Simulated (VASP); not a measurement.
Here is a VASP 6.6.1 calculation.

The input INCAR:

```
SYSTEM = Li2S
  PREC = Accurate
  ENCUT = 750
  EDIFF = 1E-7
  ISMEAR = 0
  SIGMA = 0.01
  LREAL = .FALSE.
  LASPH = .TRUE.
  NELM = 120
  ALGO = Normal
  ISIF = 3
  LWAVE = .FALSE.
  LCHARG = .FALSE.
  GGA = RP
  IBRION = 2
  NSW = 80
  EDIFFG = -0.01
  GGA_COMPAT = .FALSE.
  NELMIN = 4
```

KPOINTS

```
regular mesh
0
G
  6 6 6
  0 0 0
```

Contents of POSCAR:

```
Li2S
1.0
    4.0227300000      0.0000000000      0.0000000000
    2.0113650000      3.4837863726      0.0000000000
    2.0113650000      1.1612621242      3.2845452910
Li S
2 1
Direct
    0.2500000000      0.2500000000      0.2500000000
    0.7500000000      0.7500000000      0.7500000000
    0.0000000000      0.0000000000      0.0000000000
```

Potentials or basis: VASP PAW PBE potentials, release 64 (Li_sv, S).

Run with:

```bash
$ cat potpaw_PBE.64/Li_sv/POTCAR potpaw_PBE.64/S/POTCAR > POTCAR
$ mpirun -np 1 vasp_std > vasp.out
```

Task: Predict the space group after relaxing (to 0.05 Å).

Result: Fm-3m (No. 225).

Task: What does it give for the relaxed volume?

Result: 16.00 Å³/atom.

Task: Predict the band gap on the k mesh.

Result: 3.57 eV, indirect (least direct gap 4.27 eV).

Task: What does it give for the relaxed cell?

Result: a = 4.080 Å, b = 4.080 Å, c = 4.080 Å, α = 60.00°, β = 60.00°, γ = 60.00°.

The path:
| step | energy change (eV) | largest force (eV/Å) | pressure (GPa) | volume (Å³) |
| --- | --- | --- | --- | --- |
| 1 | 0.0000 | 0.0000 | 1.75 | 46.03 |
| 2 | -0.0086 | 0.0000 | 0.70 | 47.16 |
| 3 | -0.0103 | 0.0000 | -0.02 | 48.01 |

Caveat: the PAW data sets were made with another functional, which shifts forces and pressure a little. Zero-point motion and thermal expansion aren't in these numbers.
